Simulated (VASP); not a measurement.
# NbN (sol) (Fm-3m) in VASP: a series of runs

NbN (sol) is run at these levels: PBEsol; tasks: single point, relaxation of cell and atoms.

Everything below comes from runs of VASP 6.6.1. Logs are shortened: lines on timing, memory, paths and dates and some standing lists are left out, and cuts for length are marked.

## (1) The cell of the first run

It takes space group Fm-3m (No. 225, cubic). Conventional cell: a = 4.452 Å, b = 4.452 Å, c = 4.452 Å, α = 90.00°, β = 90.00°, γ = 90.00°. Within 2.9 Å of Nb (site symmetry m-3m) lie 6 N at 2.23 Å. N (site symmetry m-3m) has 6 Nb at 2.23 Å within 2.9 Å.

## (2) Single point, PBEsol

INCAR

```
SYSTEM = NbN
  PREC = Accurate
  ENCUT = 600
  EDIFF = 1E-6
  ISMEAR = 0
  SIGMA = 0.1
  LREAL = .False.
  LASPH = .True.
  NELM = 120
  ALGO = Normal
  ISIF = 2
  LWAVE = .False.
  LCHARG = .False.
  GGA = PS
  NBANDS = 16
  GGA_COMPAT = .False.
```

KPOINTS

```
Automatic mesh
0
Gamma
  8 8 8
  0 0 0
```

POSCAR

```
NbN
1.0
    0.0000000000      2.2262340000      2.2262340000
    2.2262340000      0.0000000000      2.2262340000
    2.2262340000      2.2262340000      0.0000000000
Nb N
1 1
Direct
    0.5000000000      0.5000000000      0.5000000000
    0.0000000000      0.0000000000      0.0000000000
```

Potentials or basis: VASP PAW PBE potentials, release 64 (Nb_sv, N).

Run with:

```bash
> cat potpaw_PBE.64/Nb_sv/POTCAR potpaw_PBE.64/N/POTCAR > POTCAR
> mpirun -np 1 vasp_std > vasp.out
```

OUTCAR:

```text
SYSTEM = NbN
   PREC = Accurate
   ENCUT = 600
   EDIFF = 1E-6
   ISMEAR = 0
   LREAL = .False.
   LASPH = .True.
   NELM = 120
   ISIF = 2
   GGA = PS

 ion  position               nearest neighbor table
   1  0.500  0.500  0.500-   2 2.23   2 2.23   2 2.23   2 2.23   2 2.23   2 2.23
   2  0.000  0.000  0.000-   1 2.23   1 2.23   1 2.23   1 2.23   1 2.23   1 2.23

  LATTYP: Found a face centered cubic cell.
 ALAT       =     4.4524680000

  Lattice vectors:

 A1 = (   0.0000000000,   2.2262340000,   2.2262340000)
 A2 = (   2.2262340000,   0.0000000000,   2.2262340000)
 A3 = (   2.2262340000,   2.2262340000,   0.0000000000)

Analysis of symmetry for initial positions (statically):
=====================================================================
 Subroutine PRICEL returns:
 Original cell was already a primitive cell.

 Routine SETGRP: Setting up the symmetry group for a
 face centered cubic supercell.

 Subroutine GETGRP returns: Found 48 space group operations
 (whereof 48 operations were pure point group operations)
 out of a pool of 48 trial point group operations.

The static configuration has the point symmetry O_h .

Analysis of symmetry for dynamics (positions and initial velocities):
=====================================================================
 Subroutine PRICEL returns:
 Original cell was already a primitive cell.

 Routine SETGRP: Setting up the symmetry group for a
 face centered cubic supercell.

 Subroutine GETGRP returns: Found 48 space group operations
 (whereof 48 operations were pure point group operations)
 out of a pool of 48 trial point group operations.

The dynamic configuration has the point symmetry O_h .

 Subroutine INISYM returns: Found 48 space group operations
 (whereof 48 operations are pure point group operations),
 and found     1 'primitive' translations

----------------------------------------------------------------------------------------

                                     Primitive cell

  volume of cell :      22.0670

  direct lattice vectors                    reciprocal lattice vectors
     0.000000000  2.226234000  2.226234000    -0.224594539  0.224594539  0.224594539
     2.226234000  0.000000000  2.226234000     0.224594539 -0.224594539  0.224594539
     2.226234000  2.226234000  0.000000000     0.224594539  0.224594539 -0.224594539

  length of vectors
     3.148370316  3.148370316  3.148370316     0.389009153  0.389009153  0.389009153

  position of ions in fractional coordinates (direct lattice)
[... 75 lines left out ...]
   LSORBIT =      F    spin-orbit coupling
   LASPH  =      T    aspherical Exc in radial PAW
   ENCUT  =  600.0 eV  44.10 Ry    6.64 a.u.   6.29  6.29  6.29*2*pi/ulx,y,z
   NELM   =    120;   NELMIN=  2; NELMDL= -5     # of ELM steps
   EDIFF  = 0.1E-05   stopping-criterion for ELM
   LREAL  =      F    real-space projection
   EDIFFG = 0.1E-04   stopping-criterion for IOM
   NSW    =      0    number of steps for IOM
   IBRION =     -1    ionic relax: 0-MD 1-quasi-New 2-CG
   NFREE  =      0    steps in history (QN), initial steepest desc. (CG)
   ISIF   =      2    stress and relaxation
   ISYM   =      2    0-nonsym 1-usesym 2-fastsym
   POTIM  = 0.5000    time-step for ionic-motion
   TEBEG  =    0.0;   TEEND  =   0.0 temperature during run
   PSTRESS=    0.0 pullay stress
   NELECT =      18.0000    total number of electrons
   NUPDOWN=      -1.0000    fix difference up-down
   EMIN   =  10.00;   EMAX   =-10.00  energy-range for DOS
   EFERMI =   0.00;   METHOD = LEGACY
   ISMEAR =     0;   SIGMA  =   0.10  broadening in eV -4-tet -1-fermi 0-gaus
   EFERMI_NEDOS =   21; number of points for ismear=-14 and -15
   IALGO  =     38    algorithm
   IMIX   =      4    mixing-type and parameters
     AMIX     =   0.40;   BMIX     =  1.00
     AMIX_MAG =   1.60;   BMIX_MAG =  1.00
  volume/ion in A,a.u.               =      11.03        74.46
  Fermi-wavevector in a.u.,A,eV,Ry     =   1.529625  2.890571 31.834250  2.339751
  Thomas-Fermi vector in A             =   2.637220
   LORBIT       =      0    0 simple, 1 ext, 2 COOP (PROOUT), +10 PAW based schemes
   GGA     = PS    functional components
   LHFCALC =     F    Hartree Fock is set to
   AEXX    =    0.0000 exact exchange contribution
   IVDW    =     0    specifies the selected vdW correction
   LEPSILON=     F    determine dielectric tensor
   LRPA    =     F    only Hartree local field effects (RPA)
 non-spin polarized calculation
 Gauss-broadening in eV      SIGMA  =   0.10
  energy-cutoff  :      600.00
  volume of cell :       22.07
 maximum number of plane-waves:       754
 NGX is ok and might be reduce to    28
   NGX = 13   NGY = 13   NGZ = 13

 number of electron      18.0000001 magnetization

 Free energy of the ion-electron system (eV)
  ---------------------------------------------------
  ext. energy  EPLUGINS =         0.00000000
  ---------------------------------------------------
  free energy    TOTEN  =       -21.83553002 eV

  energy without entropy =      -21.82771937  energy(sigma->0) =      -21.83162469

 E-fermi :  13.2630     XC(G=0): -13.3254

 val. band max:       13.2419783281   @ k =  -0.2500   0.3750   0.1250
 cond. band min:      13.2673159557   @ k =   0.1250   0.1250   0.0000
 fundamental gap:      0.0253376276
 Fermi energy:        13.2629710793

 k-point     1 :       0.0000    0.0000    0.0000
  band No.  band energies     occupation
      1     -43.0833      2.00000
      2     -18.7998      2.00000
      3     -18.7998      2.00000
      4     -18.7998      2.00000
      5      -4.0790      2.00000
      6      10.0261      2.00000
[... 433 lines left out ...]
      3     -19.1146      2.00000
      4     -18.9622      2.00000
      5      -2.2430      2.00000
      6       5.3870      2.00000
[... 8 lines left out ...]
     15      24.6262      0.00000
     16      25.6266      0.00000

 [... further k-points ...]
[... 5 lines left out ...]
  --------------------------------------------------------------------------------------
  -------------------------------------------------------------------------------------
  Total       -2.0778150     -2.0778150     -2.0778150     -0.0000000     -0.0000000      0.0000000
  in kB     -150.8603218   -150.8603218   -150.8603218     -0.0000000     -0.0000000      0.0000000
  external PRESSURE =    -150.8603218 kB  Pullay stress =       0.0000000 kB

 VOLUME and BASIS-vectors are now :
 -----------------------------------------------------------------------------
  energy-cutoff  :      600.00
  volume of cell :       22.07
      direct lattice vectors                 reciprocal lattice vectors
     0.000000000  2.226234000  2.226234000    -0.224594539  0.224594539  0.224594539
     2.226234000  0.000000000  2.226234000     0.224594539 -0.224594539  0.224594539
     2.226234000  2.226234000  0.000000000     0.224594539  0.224594539 -0.224594539

 POSITION                                       TOTAL-FORCE (eV/Angst)
 -----------------------------------------------------------------------------------
      2.22623      2.22623      2.22623        -0.000000      0.000000     -0.000000
      0.00000      0.00000      0.00000         0.000000     -0.000000      0.000000
 -----------------------------------------------------------------------------------
    total drift:                                0.000000      0.000000      0.000000

  FREE ENERGIE OF THE ION-ELECTRON SYSTEM (eV)
  ---------------------------------------------------
  free  energy   TOTEN  =       -21.8355300181 eV

  energy  without entropy=      -21.8277193652  energy(sigma->0) =      -21.83162469
```

stdout:

```text
POSCAR found type information on POSCAR NbN
 POSCAR found :  2 types and       2 ions
 scaLAPACK will be used
 -----------------------------------------------------------------------------
|                                                                             |
|                                                                             |
|     You enforced a specific xc type in the INCAR file but a different       |
|     I HOPE YOU KNOW WHAT YOU ARE DOING!                                     |
|                                                                             |
 -----------------------------------------------------------------------------

 LDA part: xc-table for (Slater+PW92), standard interpolation
 POSCAR, INCAR and KPOINTS ok, starting setup
 FFT: planning ... GRIDC
 FFT: planning ... GRID_SOFT
 FFT: planning ... GRID
 WAVECAR not read
 entering main loop
```

It took 16 s on 1 thread of Intel Xeon 6975P-C, shared host; peak memory 0.16 GiB.

What came out:

```
Free energy            : -21.8355 eV
Pressure               : -15.1 GPa
Band gap on the k mesh : zero (band 9 reaches 14.63 eV, above the bottom of band 10 at 11.30 eV)
```

Caveat: the PAW data sets were made with another functional, which shifts forces and pressure a little.

## (3) Single point, PBEsol

This run uses another cell than the first one, of 10.52 Å³/atom, 0.953 times its volume.

INCAR

```
  PREC = Accurate
  ENCUT = 600
  EDIFF = 1E-6
  ISMEAR = 0
  SIGMA = 0.1
  LREAL = False
  LASPH = True
  NELM = 120
  ALGO = Normal
  ISIF = 2
  LWAVE = False
  LCHARG = False
  GGA = PS
  NBANDS = 16
  GGA_COMPAT = False
```

KPOINTS

```
regular mesh
0
Gamma
  8 8 8
```

POSCAR

```
NbN
1.0
    0.0000000000      2.1908825858      2.1908825858
    2.1908825858      0.0000000000      2.1908825858
    2.1908825858      2.1908825858      0.0000000000
Nb N
1 1
Direct
    0.5000000000      0.5000000000      0.5000000000
    0.0000000000      0.0000000000      0.0000000000
```

Potentials or basis: VASP PAW PBE potentials, release 64 (Nb_sv, N).

Run with:

```bash
> cat potpaw_PBE.64/Nb_sv/POTCAR potpaw_PBE.64/N/POTCAR > POTCAR
> mpirun -np 1 vasp_std > vasp.out
```

OUTCAR:

```text
PREC = Accurate
   ENCUT = 600
   EDIFF = 1E-6
   ISMEAR = 0
   LREAL = False
   LASPH = True
   NELM = 120
   ISIF = 2
   GGA = PS

 ion  position               nearest neighbor table
   1  0.500  0.500  0.500-   2 2.19   2 2.19   2 2.19   2 2.19   2 2.19   2 2.19
   2  0.000  0.000  0.000-   1 2.19   1 2.19   1 2.19   1 2.19   1 2.19   1 2.19

  LATTYP: Found a face centered cubic cell.
 ALAT       =     4.3817651716

  Lattice vectors:

 A1 = (   0.0000000000,   2.1908825858,   2.1908825858)
 A2 = (   2.1908825858,   0.0000000000,   2.1908825858)
[... 627 lines left out ...]
      5      -1.6612      2.00000
      6       5.8595      2.00000
[... 8 lines left out ...]
     15      25.9989      0.00000
     16      26.8751      0.00000

 [... further k-points ...]
[... 5 lines left out ...]
  --------------------------------------------------------------------------------------
  -------------------------------------------------------------------------------------
  Total       -0.1024734     -0.1024734     -0.1024734      0.0000000     -0.0000000      0.0000000
  in kB       -7.8061028     -7.8061028     -7.8061028      0.0000000     -0.0000000      0.0000000
  external PRESSURE =      -7.8061028 kB  Pullay stress =       0.0000000 kB

 VOLUME and BASIS-vectors are now :
 -----------------------------------------------------------------------------
  energy-cutoff  :      600.00
  volume of cell :       21.03
      direct lattice vectors                 reciprocal lattice vectors
     0.000000000  2.190882586  2.190882586    -0.228218529  0.228218529  0.228218529
     2.190882586  0.000000000  2.190882586     0.228218529 -0.228218529  0.228218529
     2.190882586  2.190882586  0.000000000     0.228218529  0.228218529 -0.228218529

 POSITION                                       TOTAL-FORCE (eV/Angst)
 -----------------------------------------------------------------------------------
      2.19088      2.19088      2.19088         0.000000     -0.000000     -0.000000
      0.00000      0.00000      0.00000        -0.000000      0.000000      0.000000
 -----------------------------------------------------------------------------------
    total drift:                                0.000000      0.000000      0.000000

  FREE ENERGIE OF THE ION-ELECTRON SYSTEM (eV)
  ---------------------------------------------------
  free  energy   TOTEN  =       -21.8866608259 eV

  energy  without entropy=      -21.8796079006  energy(sigma->0) =      -21.88313436
```

It took 16 s on 1 thread of Intel Xeon 6975P-C, shared host; peak memory 0.16 GiB.

Results:

```yaml
Free_energy: -21.8867 eV
Pressure: -0.8 GPa
Band_gap_on_the_k_mesh: zero (band 9 reaches 15.52 eV, above the bottom of band 10 at 11.94 eV)
```

Caveat: the PAW data sets were made with another functional, which shifts forces and pressure a little.

## (4) Relaxation of cell and atoms, PBEsol

INCAR

```
SYSTEM = NbN
  ALGO = Normal
  EDIFF = 1E-7
  EDIFFG = -0.05
  ENCUT = 600
  GGA = PS
  GGA_COMPAT = .False.
  IBRION = 2
  ISIF = 3
  ISMEAR = 0
  LASPH = .True.
  LCHARG = .False.
  LREAL = .False.
  LWAVE = .False.
  NELM = 120
  NELMIN = 4
  NSW = 100
  PREC = Accurate
  SIGMA = 0.1
```

KPOINTS

```
k-points
0
Gamma
  8 8 8
  0 0 0
```

POSCAR

```
NbN
1.0
    0.0000000000      2.2262340000      2.2262340000
    2.2262340000      0.0000000000      2.2262340000
    2.2262340000      2.2262340000      0.0000000000
Nb N
1 1
Direct
    0.5000000000      0.5000000000      0.5000000000
    0.0000000000      0.0000000000      0.0000000000
```

Run with:

```bash
> cat potpaw_PBE.64/Nb_sv/POTCAR potpaw_PBE.64/N/POTCAR > POTCAR
> mpirun -np 1 vasp_std > vasp.out
```

Run time: 42 s. Hardware: 1 thread of Intel Xeon 6975P-C, shared host; peak memory 0.17 GiB.

Results (log left out):

```
Free energy                            : -21.8888 eV
Relaxed volume                         : 10.51 Å³/atom
Relaxed cell                           : a = 3.098 Å, b = 3.098 Å, c = 3.098 Å, α = 60.00°, β = 60.00°, γ = 60.00°
Space group after relaxing (to 0.05 Å) : Fm-3m (No. 225)
Energy gained by relaxing              : 26.7 meV/atom
Ionic steps                            : 3
Pressure after relaxing                : -0.6 GPa
```

Step by step:
| step | energy change (eV) | largest force (eV/Å) | pressure (GPa) | volume (Å³) |
| --- | --- | --- | --- | --- |
| 1 | 0.0000 | 0.0000 | -15.07 | 22.07 |
| 2 | 0.2021 | 0.0000 | 43.48 | 18.92 |
| 3 | -0.0533 | 0.0000 | -0.59 | 21.02 |

Final structure:
```
CELL_PARAMETERS angstrom
0.00000 2.19043 2.19043
2.19043 0.00000 2.19043
2.19043 2.19043 0.00000
ATOMIC_POSITIONS crystal
Nb 0.50000 0.50000 0.50000
N 0.00000 0.00000 0.00000
```

Levels at points of the mesh, in eV from the Fermi level:
```tsv
k point	band 6	band 7	band 8	band 9	band 10	band 11	band 12	band 13
(0.00, 0.00, 0.00)	-3.38	-3.38	-3.38	-2.09	-2.09	-2.09	-0.21	-0.21
(0.50, 0.00, 0.00)	-9.29	-7.18	-7.18	1.49	1.49	2.00	4.44	6.88
(0.50, 0.50, 0.00)	-5.80	-5.19	-4.05	-4.05	1.58	2.84	2.84	4.14
```

Caveat: the bands computed are all filled at some k points, so no gap is given; the PAW data sets were made with another functional, which shifts forces and pressure a little.

## (5) Single point, PBEsol

This run uses another cell than the first one, of 10.51 Å³/atom, 0.952 times its volume.

INCAR

```
SYSTEM = NbN
  PREC = Accurate
  ENCUT = 600
  EDIFF = 1E-6
  ISMEAR = 0
  SIGMA = 0.1
  LREAL = .FALSE.
  LASPH = .TRUE.
  NELM = 120
  ALGO = Normal
  ISIF = 2
  LWAVE = .FALSE.
  LCHARG = .FALSE.
  GGA = PS
  NBANDS = 16
  GGA_COMPAT = .FALSE.
```

KPOINTS

```
regular mesh
0
G
  16 16 16
  0 0 0
```

POSCAR

```
NbN
1.0
    0.0000000000      2.1901652069      2.1901652069
    2.1901652069      0.0000000000      2.1901652069
    2.1901652069      2.1901652069      0.0000000000
Nb N
1 1
Direct
    0.5000000000      0.5000000000      0.5000000000
    0.0000000000      0.0000000000      0.0000000000
```

Run with:

```bash
> cat potpaw_PBE.64/Nb_sv/POTCAR potpaw_PBE.64/N/POTCAR > POTCAR
> mpirun -np 1 vasp_std > vasp.out
```

Wall time 60 s (1 thread of Intel Xeon 6975P-C, shared host); peak memory 0.2 GiB.

Results (log left out):

```
Free energy            : -21.9044 eV
Pressure               : -0.7 GPa
Band gap on the k mesh : zero (band 9 reaches 15.54 eV, above the bottom of band 10 at 11.96 eV)
```

Levels at points of the mesh, in eV from the Fermi level:
```csv
k point,band 5,band 6,band 7,band 8,band 9,band 10,band 11,band 12,band 13,band 14
"(0.00, 0.00, 0.00)",-17.64,-3.36,-3.36,-3.36,-2.06,-2.06,-2.06,-0.18,-0.18,3.28
"(0.50, 0.00, 0.00)",-15.00,-9.26,-7.16,-7.16,1.52,1.52,2.03,4.48,6.91,6.91
"(0.50, 0.50, 0.00)",-16.93,-5.77,-5.16,-4.02,-4.02,1.61,2.87,2.87,4.17,9.47
```

Caveat: the PAW data sets were made with another functional, which shifts forces and pressure a little.

## (6) Relaxation of cell and atoms, PBEsol

This run uses another cell than the first one, of 10.52 Å³/atom, 0.953 times its volume.

INCAR

```
PREC = Accurate ; ENCUT = 600
EDIFF = 1E-7 ; ISMEAR = 0
SIGMA = 0.1 ; LREAL = False
LASPH = True ; NELM = 120
ALGO = Normal ; ISIF = 3
LWAVE = False ; LCHARG = False
GGA = PS ; IBRION = 2
NSW = 100 ; EDIFFG = -0.002
GGA_COMPAT = False ; NELMIN = 4
```

KPOINTS

```
regular mesh
0
Gamma
  16 16 16
```

POSCAR

```
NbN
1.0
    0.0000000000      2.1908825858      2.1908825858
    2.1908825858      0.0000000000      2.1908825858
    2.1908825858      2.1908825858      0.0000000000
Nb N
1 1
Direct
    0.5000000000      0.5000000000      0.5000000000
    0.0000000000      0.0000000000      0.0000000000
```

Potentials or basis: VASP PAW PBE potentials, release 64 (Nb_sv, N).

Run with:

```bash
> cat potpaw_PBE.64/Nb_sv/POTCAR potpaw_PBE.64/N/POTCAR > POTCAR
> mpirun -np 1 vasp_std > vasp.out
```

Run time: 2.1 min. Hardware: 1 thread of Intel Xeon 6975P-C, shared host; peak memory 0.2 GiB.

It converged, with:

```yaml
Free_energy: -21.9046 eV
Relaxed_volume: 10.49 Å³/atom
Relaxed_cell: a = 3.095 Å, b = 3.095 Å, c = 3.095 Å, α = 60.00°, β = 60.00°, γ = 60.00°
Space_group_after_relaxing_to_0.05_Å: Fm-3m (No. 225)
Energy_gained_by_relaxing: 0.1 meV/atom
Ionic_steps: 3
Pressure_after_relaxing: 0.0 GPa
```

Step by step:
```
step  energy change (eV)  largest force (eV/Å)  pressure (GPa)  volume (Å³)
   1              0.0000                0.0000           -0.96        21.03
   2              0.0007                0.0000            2.10        20.84
   3             -0.0002                0.0000            0.00        20.97
```

Final structure:
```
Nb N
1.0
     0.00000    2.18878    2.18878
     2.18878    0.00000    2.18878
     2.18878    2.18878    0.00000
Nb N
1 1
Direct
  0.50000 0.50000 0.50000
  0.00000 0.00000 0.00000
```

Levels at points of the mesh, in eV from the Fermi level:
| k point | band 6 | band 7 | band 8 | band 9 | band 10 | band 11 | band 12 | band 13 |
| --- | --- | --- | --- | --- | --- | --- | --- | --- |
| (0.00, 0.00, 0.00) | -3.36 | -3.36 | -3.36 | -2.06 | -2.06 | -2.06 | -0.18 | -0.18 |
| (0.50, 0.00, 0.00) | -9.27 | -7.17 | -7.17 | 1.53 | 1.53 | 2.04 | 4.48 | 6.93 |
| (0.50, 0.50, 0.00) | -5.77 | -5.17 | -4.02 | -4.02 | 1.61 | 2.88 | 2.88 | 4.19 |

Caveat: the bands computed are all filled at some k points, so no gap is given; the PAW data sets were made with another functional, which shifts forces and pressure a little.

## (7) The runs side by side

```csv
task,cell,k mesh,gap on the mesh (eV),pressure (GPa)
single point,"a = 3.148 Å, angles 60.0°, 2 atoms",8 × 8 × 8,none,-15.1
single point,"a = 3.098 Å, angles 60.0°, 2 atoms",8 × 8 × 8,none,-0.8
relaxation of cell and atoms,"relaxed from a = 3.148 Å, angles 60.0°, 2 atoms",8 × 8 × 8,-,-0.6
single point,"a = 3.097 Å, angles 60.0°, 2 atoms",16 × 16 × 16,none,-0.7
relaxation of cell and atoms,"relaxed from a = 3.098 Å, angles 60.0°, 2 atoms",16 × 16 × 16,-,0.0
```

Alike in all rows: level PBEsol; potentials or basis VASP PAW PBE potentials, release 64 (Nb_sv, N); no spin polarisation; cutoff (eV) 600; smearing gaussian 0.1 eV.

Caveats: the PAW data sets were made with another functional, which shifts forces and pressure a little; the bands computed are all filled at some k points, so no gap is given (some runs).

Absolute energies hang on the potentials; compare differences alone.
